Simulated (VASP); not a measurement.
**ScBPt3: single point with LDA**

Crystal: ScBPt3.

```
CELL_PARAMETERS angstrom
4.17603 0.00000 0.00000
0.00000 4.17603 0.00000
0.00000 0.00000 4.17603
ATOMIC_POSITIONS crystal
Sc 0.00000 0.00000 0.00000
B 0.50000 0.50000 0.50000
Pt 0.00000 0.50000 0.50000
Pt 0.50000 0.50000 0.00000
Pt 0.50000 0.00000 0.50000
```

```yaml
Program: VASP 6.6.1
Task: single point
Functional: LDA
Potentials_or_basis: VASP PAW LDA potentials, release 64 (Sc_sv, B, Pt)
Cutoff: 520 eV
k_mesh: 6 × 6 × 6
Occupations: fermi-dirac, width 0.1 eV
Spin: no spin polarisation
Dipole_correction: no
Further_INCAR_settings: ALGO = Normal; EDIFF = 1e-06; NBANDS = 30
```

```yaml
Pressure: 0.9 GPa
Band_gap_on_the_k_mesh: zero (bands 22 and 23 overlap by 1.33 eV)
```

Levels at points of the mesh, in eV from the Fermi level:
```csv
k point,band 19,band 20,band 21,band 22,band 23,band 24,band 25,band 26
"(0.00, 0.00, 0.00)",-2.54,-1.13,-1.11,-1.11,-1.11,1.40,1.40,2.53
"(0.50, 0.00, 0.00)",-2.90,-2.45,-1.11,0.22,0.22,1.21,1.32,1.52
"(0.50, 0.50, 0.00)",-2.82,-2.44,-1.92,-0.30,-0.30,0.87,0.87,1.38
"(0.50, 0.50, 0.50)",-1.31,-1.31,-0.82,-0.82,-0.82,0.24,0.24,0.24
```

It took 13 s on 1 thread of Intel(R) Xeon(R) 6975P-C (Granite Rapids) (shared host), peak memory 0.18 GiB.

Caveat: spin-orbit coupling is left out, which moves the levels of the heavy elements.
